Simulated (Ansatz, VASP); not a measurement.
# Ag in VASP and in Ansatz

```
CELL_PARAMETERS angstrom
2.94010 0.00000 0.00000
-1.47005 2.54620 0.00000
0.00000 0.00000 4.76296
ATOMIC_POSITIONS crystal
Ag 0.33333 0.66667 0.25000
Ag 0.66667 0.33333 0.75000
```

Alike in both runs: task relaxation of cell and atoms; functional PBE; k mesh 15 × 15 × 8; occupations fermi-dirac, width 0.05 eV; no spin polarisation.

|  | VASP | Ansatz |
| --- | --- | --- |
| version | VASP 6.6.1 | Ansatz 0.2.0 |
| potentials or method | VASP PAW PBE potentials, release 64 (Ag) | PAW with Ansatz's default frozen-core files, scalar-relativistic |
| plane-wave cutoff (eV) | 600 | 420 |
| valence electrons in the cell | 22 | 38 |

|  | VASP | Ansatz | Ansatz less VASP |
| --- | --- | --- | --- |
| relaxed volume (Å³/atom) | 17.83 | 17.86 | +0.029 |
| relaxed cell length with the largest relative difference (Å) | 4.843 | 4.846 | +0.0036 |

VASP's potentials hold 22 valence electrons a cell and Ansatz's 38, so a difference there can come from the potentials and not from the codes.
